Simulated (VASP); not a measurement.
# InAs (P4/mmm) in VASP: single point with PBE

Aim: the single point of InAs with PBE.

Program: VASP 6.6.1. These are calculated values, not measurements. Logs are shortened: lines on timing, memory, paths and dates and some standing lists are left out, and cuts for length are marked.

### 1 The cell of the first run

It takes space group P4/mmm (No. 123, tetragonal). The conventional cell has a = 2.884 Å, b = 2.884 Å, c = 5.907 Å, α = 90.00°, β = 90.00°, γ = 90.00°. In (site symmetry 4/mmm) has 4 In at 2.88 Å and 2 As at 2.95 Å within 3.8 Å. As (site symmetry 4/mmm) has 4 As at 2.88 Å and 2 In at 2.95 Å within 3.8 Å.

### 2 Single point, PBE

INCAR

```
PREC = Accurate ; ENCUT = 500
EDIFF = 1E-6 ; ISMEAR = 0
SIGMA = 0.2 ; LREAL = False
LASPH = True ; NELM = 120
ALGO = Normal ; ISIF = 2
LWAVE = False ; LCHARG = False
GGA = PE ; NBANDS = 16
GGA_COMPAT = False
```

KPOINTS

```
Automatic mesh
0
Gamma
  6 6 4
```

POSCAR

```
InAs
1.0
    2.8839872477      0.0000000000      0.0000000000
    0.0000000000      2.8839872477      0.0000000000
    0.0000000000      0.0000000000      5.9065271095
In As
1 1
Direct
    0.5000000000      0.5000000000      0.5000000000
    0.5000000000      0.5000000000      0.0000000000
```

Potentials or basis: VASP PAW PBE potentials, release 64 (In_d, As).

The run is started by

```bash
$ cat potpaw_PBE.64/In_d/POTCAR potpaw_PBE.64/As/POTCAR > POTCAR
$ mpirun -np 1 vasp_std > vasp.out
```

OUTCAR:

```text
PREC = Accurate
   ENCUT = 500
   EDIFF = 1E-6
   ISMEAR = 0
   LREAL = False
   LASPH = True
   NELM = 120
   ISIF = 2
   GGA = PE

 ion  position               nearest neighbor table
   1  0.500  0.500  0.500-   2 2.95   2 2.95
   2  0.500  0.500  0.000-   1 2.95   1 2.95

  LATTYP: Found a simple tetragonal cell.
 ALAT       =     2.8839872477
 C/A-ratio  =     2.0480420342

  Lattice vectors:

 A1 = (   2.8839872477,   0.0000000000,   0.0000000000)
 A2 = (   0.0000000000,   2.8839872477,   0.0000000000)
 A3 = (   0.0000000000,   0.0000000000,   5.9065271095)

Analysis of symmetry for initial positions (statically):
=====================================================================
 Subroutine PRICEL returns:
 Original cell was already a primitive cell.

 Routine SETGRP: Setting up the symmetry group for a
 simple tetragonal supercell.

 Subroutine GETGRP returns: Found 16 space group operations
 (whereof 16 operations were pure point group operations)
 out of a pool of 16 trial point group operations.

The static configuration has the point symmetry D_4h.

Analysis of symmetry for dynamics (positions and initial velocities):
=====================================================================
 Subroutine PRICEL returns:
 Original cell was already a primitive cell.

 Routine SETGRP: Setting up the symmetry group for a
 simple tetragonal supercell.

 Subroutine GETGRP returns: Found 16 space group operations
 (whereof 16 operations were pure point group operations)
 out of a pool of 16 trial point group operations.

The dynamic configuration has the point symmetry D_4h.

 Subroutine INISYM returns: Found 16 space group operations
 (whereof 16 operations are pure point group operations),
 and found     1 'primitive' translations

----------------------------------------------------------------------------------------

                                     Primitive cell

  volume of cell :      49.1268

  direct lattice vectors                    reciprocal lattice vectors
     2.883987248  0.000000000  0.000000000     0.346742171  0.000000000  0.000000000
     0.000000000  2.883987248  0.000000000     0.000000000  0.346742171  0.000000000
     0.000000000  0.000000000  5.906527109     0.000000000  0.000000000  0.169304226

  length of vectors
     2.883987248  2.883987248  5.906527109     0.346742171  0.346742171  0.169304226

  position of ions in fractional coordinates (direct lattice)
     0.500000000  0.500000000  0.500000000
     0.500000000  0.500000000  0.000000000

  ion indices of the primitive-cell ions
   primitive index   ion index
                 1           1
                 2           2

----------------------------------------------------------------------------------------

 KPOINTS: Automatic mesh

Automatic generation of k-mesh.
 Grid dimensions read from file:
 generate k-points for:    6    6    4

 Generating k-lattice:

  Cartesian coordinates                     Fractional coordinates (reciprocal lattice)
     0.057790362  0.000000000  0.000000000     0.166666667  0.000000000  0.000000000
     0.000000000  0.057790362  0.000000000     0.000000000  0.166666667  0.000000000
     0.000000000  0.000000000  0.042326056     0.000000000  0.000000000  0.250000000

  Length of vectors
     0.057790362  0.057790362  0.042326056

  Shift w.r.t. Gamma in fractional coordinates (k-lattice)
     0.000000000  0.000000000  0.000000000

 Subroutine IBZKPT returns following result:
 ===========================================

 Found     30 irreducible k-points:

 Following reciprocal coordinates:
            Coordinates               Weight
  0.000000  0.000000  0.000000      1.000000
  0.166667  0.000000  0.000000      4.000000
  0.333333  0.000000  0.000000      4.000000
  0.500000  0.000000  0.000000      2.000000
  0.166667  0.166667  0.000000      4.000000
  0.333333  0.166667  0.000000      8.000000
[... 16 lines left out ...]
  0.333333  0.000000  0.500000      4.000000
  0.500000  0.000000  0.500000      2.000000
 [... further k-points ...]
   k-points           NKPTS =     30   k-points in BZ     NKDIM =     30   number of bands    NBANDS=     16
   number of dos      NEDOS =    301   number of ions     NIONS =      2
   total plane-waves  NPLWV =  27648
   dimension x,y,z NGX =    24 NGY =   24 NGZ =   48
   dimension x,y,z NGXF=    48 NGYF=   48 NGZF=   96
   ions per type =               1   1
   NGX,Y,Z   is equivalent  to a cutoff of  13.83, 13.83, 13.51 a.u.
   NGXF,Y,Z  is equivalent  to a cutoff of  27.67, 27.67, 27.02 a.u.
 SYSTEM =  unknown system
   PREC   = accura    normal or accurate (medium, high low for compatibility)
   ISTART =      0    job   : 0-new  1-cont  2-samecut
   ICHARG =      2    charge: 1-file 2-atom 10-const
   ISPIN  =      1    spin polarized calculation?
   LNONCOLLINEAR =      F non collinear calculations
   LSORBIT =      F    spin-orbit coupling
   LASPH  =      T    aspherical Exc in radial PAW
   ENCUT  =  500.0 eV  36.75 Ry    6.06 a.u.   5.26  5.26 10.77*2*pi/ulx,y,z
   NELM   =    120;   NELMIN=  2; NELMDL= -5     # of ELM steps
   EDIFF  = 0.1E-05   stopping-criterion for ELM
   LREAL  =      F    real-space projection
   EDIFFG = 0.1E-04   stopping-criterion for IOM
   NSW    =      0    number of steps for IOM
   IBRION =     -1    ionic relax: 0-MD 1-quasi-New 2-CG
   NFREE  =      0    steps in history (QN), initial steepest desc. (CG)
   ISIF   =      2    stress and relaxation
   ISYM   =      2    0-nonsym 1-usesym 2-fastsym
   POTIM  = 0.5000    time-step for ionic-motion
   TEBEG  =    0.0;   TEEND  =   0.0 temperature during run
   PSTRESS=    0.0 pullay stress
   NELECT =      18.0000    total number of electrons
   NUPDOWN=      -1.0000    fix difference up-down
   EMIN   =  10.00;   EMAX   =-10.00  energy-range for DOS
   EFERMI =   0.00;   METHOD = LEGACY
   ISMEAR =     0;   SIGMA  =   0.20  broadening in eV -4-tet -1-fermi 0-gaus
   EFERMI_NEDOS =   21; number of points for ismear=-14 and -15
   IALGO  =     38    algorithm
   IMIX   =      4    mixing-type and parameters
     AMIX     =   0.40;   BMIX     =  1.00
     AMIX_MAG =   1.60;   BMIX_MAG =  1.00
  volume/ion in A,a.u.               =      24.56       165.76
  Fermi-wavevector in a.u.,A,eV,Ry     =   1.171456  2.213731 18.671405  1.372310
  Thomas-Fermi vector in A             =   2.307900
   LORBIT       =      0    0 simple, 1 ext, 2 COOP (PROOUT), +10 PAW based schemes
   GGA     = PE    functional components
   LHFCALC =     F    Hartree Fock is set to
   AEXX    =    0.0000 exact exchange contribution
   IVDW    =     0    specifies the selected vdW correction
   LEPSILON=     F    determine dielectric tensor
   LRPA    =     F    only Hartree local field effects (RPA)
 non-spin polarized calculation
 Gauss-broadening in eV      SIGMA  =   0.20
  energy-cutoff  :      500.00
  volume of cell :       49.13
 maximum number of plane-waves:      1278
 NGX is ok and might be reduce to    24
   NGX = 11   NGY = 11   NGZ = 21

 number of electron      17.9999999 magnetization

 Free energy of the ion-electron system (eV)
  ---------------------------------------------------
  ext. energy  EPLUGINS =         0.00000000
  ---------------------------------------------------
  free energy    TOTEN  =        -7.03321535 eV

  energy without entropy =       -7.01503437  energy(sigma->0) =       -7.02412486

 E-fermi :   5.8930     XC(G=0):  -9.9750

 val. band max:        5.8756223495   @ k =   0.5000   0.1667   0.2500
 cond. band min:       5.9679645813   @ k =   0.0000   0.0000   0.5000
 fundamental gap:      0.0923422318
 Fermi energy:         5.8929823701

 k-point     1 :       0.0000    0.0000    0.0000
  band No.  band energies     occupation
      1      -9.3765      2.00000
      2      -9.0198      2.00000
      3      -8.4362      2.00000
      4      -8.4362      2.00000
      5      -8.3128      2.00000
      6      -6.7339      2.00000
[... 8 lines left out ...]
     15      16.2128      0.00000
     16      16.2128      0.00000

 k-point     2 :       0.1667    0.0000    0.0000
  band No.  band energies     occupation
      1      -9.2595      2.00000
      2      -8.9083      2.00000
      3      -8.5401      2.00000
      4      -8.4277      2.00000
      5      -8.3886      2.00000
      6      -6.3039      2.00000
[... 8 lines left out ...]
     15      16.0288      0.00000
     16      16.8909      0.00000

 k-point     3 :       0.3333    0.0000    0.0000
  band No.  band energies     occupation
      1      -9.1378      2.00000
      2      -8.7384      2.00000
      3      -8.5778      2.00000
      4      -8.5366      2.00000
      5      -8.4107      2.00000
      6      -5.1359      2.00000
[... 8 lines left out ...]
     15      17.2239      0.00000
     16      18.6823      0.00000

 k-point     4 :       0.5000    0.0000    0.0000
  band No.  band energies     occupation
      1      -9.1018      2.00000
      2      -8.8333      2.00000
      3      -8.6090      2.00000
      4      -8.4021      2.00000
      5      -8.3906      2.00000
      6      -4.1900      2.00000
[... 8 lines left out ...]
     15      18.8215      0.00000
     16      19.8397      0.00000
[... 324 lines left out ...]
 k-point    22 :       0.1667    0.0000    0.5000
  band No.  band energies     occupation
      1      -9.2586      2.00000
      2      -8.8711      2.00000
      3      -8.5439      2.00000
      4      -8.4282      2.00000
      5      -8.3886      2.00000
      6      -6.2036      2.00000
[... 8 lines left out ...]
     15      17.9458      0.00000
     16      18.2915      0.00000

 k-point    23 :       0.3333    0.0000    0.5000
  band No.  band energies     occupation
      1      -9.1343      2.00000
      2      -8.7428      2.00000
      3      -8.5463      2.00000
      4      -8.5366      2.00000
      5      -8.4111      2.00000
      6      -5.0892      2.00000
[... 8 lines left out ...]
     15      17.0572      0.00000
     16      17.8890      0.00000

 k-point    24 :       0.5000    0.0000    0.5000
  band No.  band energies     occupation
      1      -9.0984      2.00000
      2      -8.8368      2.00000
      3      -8.6090      2.00000
      4      -8.4025      2.00000
      5      -8.3613      2.00000
      6      -4.2194      2.00000
[... 8 lines left out ...]
     15      18.1009      0.00000
     16      19.3515      0.00000

 [... further k-points ...]
[... 5 lines left out ...]
  --------------------------------------------------------------------------------------
  -------------------------------------------------------------------------------------
  Total        0.0064813      0.0064813     -0.0083322      0.0000000      0.0000000      0.0000000
  in kB        0.2113765      0.2113765     -0.2717386      0.0000000      0.0000000      0.0000000
  external PRESSURE =       0.0503381 kB  Pullay stress =       0.0000000 kB

 VOLUME and BASIS-vectors are now :
 -----------------------------------------------------------------------------
  energy-cutoff  :      500.00
  volume of cell :       49.13
      direct lattice vectors                 reciprocal lattice vectors
     2.883987248  0.000000000  0.000000000     0.346742171  0.000000000  0.000000000
     0.000000000  2.883987248  0.000000000     0.000000000  0.346742171  0.000000000
     0.000000000  0.000000000  5.906527109     0.000000000  0.000000000  0.169304226

 POSITION                                       TOTAL-FORCE (eV/Angst)
 -----------------------------------------------------------------------------------
      1.44199      1.44199      2.95326         0.000000      0.000000      0.000000
      1.44199      1.44199      0.00000         0.000000      0.000000      0.000000
 -----------------------------------------------------------------------------------
    total drift:                                0.000000      0.000000     -0.000000

  FREE ENERGIE OF THE ION-ELECTRON SYSTEM (eV)
  ---------------------------------------------------
  free  energy   TOTEN  =        -7.0332153479 eV

  energy  without entropy=       -7.0150343727  energy(sigma->0) =       -7.02412486
```

It took 8.3 s on 1 thread of Intel Xeon 6975P-C (Granite Rapids), shared host; peak memory 0.17 GiB.

What came out:

```yaml
Free_energy: -7.0332 eV
Pressure: 0.0 GPa
Band_gap_on_the_k_mesh: zero (band 9 reaches 9.93 eV, above the bottom of band 10 at 4.01 eV)
```

Caveat: the k points lie up to 0.36 Å⁻¹ apart; spin-orbit coupling is left out, which moves the levels of the heavy elements.
